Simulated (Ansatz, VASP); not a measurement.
**Hf: VASP beside Ansatz**

INCAR

```
SYSTEM = Hf
ALGO = Fast
EDIFF = 1E-6
ENCUT = 520
GGA = CA
GGA_COMPAT = .False.
ISIF = 2
ISMEAR = -1
LASPH = .True.
LCHARG = .False.
LMAXMIX = 4
LNONCOLLINEAR = .True.
LORBIT = 11
LORBMOM = .True.
LREAL = .False.
LSORBIT = .True.
LWAVE = .False.
MAGMOM = 0 0 0 0 0 0
NBANDS = 32
NELM = 150
PREC = Accurate
SIGMA = 0.05
```

KPOINTS

```
k-points
0
Gamma
  7 7 4
  0 0 0
```

The input POSCAR:

```
Hf
1.0
    3.1967000000      0.0000000000      0.0000000000
   -1.5983500000      2.7684234083      0.0000000000
    0.0000000000      0.0000000000      5.0578000000
Hf
2
Direct
    0.6666666667      0.3333333333      0.7500000000
    0.3333333333      0.6666666667      0.2500000000
```

File input.yaml:

```yaml
crystal:
  lattice:
    - [3.1967, 0.0, 0.0]
    - [-1.59835, 2.7684234083, 0.0]
    - [0.0, 0.0, 5.0578]
  atoms:
    - { symbol: Hf, position: [0.6666666667, 0.3333333333, 0.75] }
    - { symbol: Hf, position: [0.3333333333, 0.6666666667, 0.25] }
kpoints:
  mp_grid: { grid: [7, 7, 4] }
  band_path:
    path:
      - [0.0, 0.0, 0.0]
      - [0.5, 0.0, 0.0]
      - [0.3333333333, 0.3333333333, 0.0]
      - [0.0, 0.0, 0.0]
      - [0.0, 0.0, 0.5]
      - [0.5, 0.0, 0.5]
      - [0.3333333333, 0.3333333333, 0.5]
      - [0.0, 0.0, 0.5]
    npoints: 6
scf:
  occupations: { method: fermi_dirac, width: 0.05 }
hamiltonian:
  xc: lda
  pseudopotentials: { kind: all_electron, lapw: { basis_error: 0.001 } }
magnetization:
  noncollinear: true
  spin_orbit: true
output:
  forces: true
  stress: true
  eigenvalues: true
```

Alike in both runs: functional LDA; k mesh 7 × 7 × 4; occupations fermi-dirac, width 0.05 eV; non-collinear spin, spin-orbit coupling.

|  | VASP | Ansatz |
| --- | --- | --- |
| version | VASP 6.6.1 | Ansatz 0.2.0 |
| potentials or method | VASP PAW LDA potentials, release 64 (Hf_pv), cutoff 520 eV | all-electron LAPW, relativistic spinors |
| task | single point | band structure |

VASP gave:

| Quantity | Value |
| --- | --- |
| pressure (GPa) | -7.7 |
| traceless stress, the component that is largest in VASP (GPa) | 0.35 |
| net moment per atom (μB) | 0.00 |

What did Ansatz give for the same quantities?

Pressure (GPa): -7.7; traceless stress, the component that is largest in VASP (GPa): 0.59; net moment per atom (μB): 0.00.

LDA's correlation is that of Perdew and Zunger in VASP and of Perdew and Wang (1992) in Ansatz. Ansatz ran all-electron here, and VASP with PAW potentials.

Noted on Ansatz's run: the k mesh is thin for a metal, which can move the energy by tens of meV per atom.
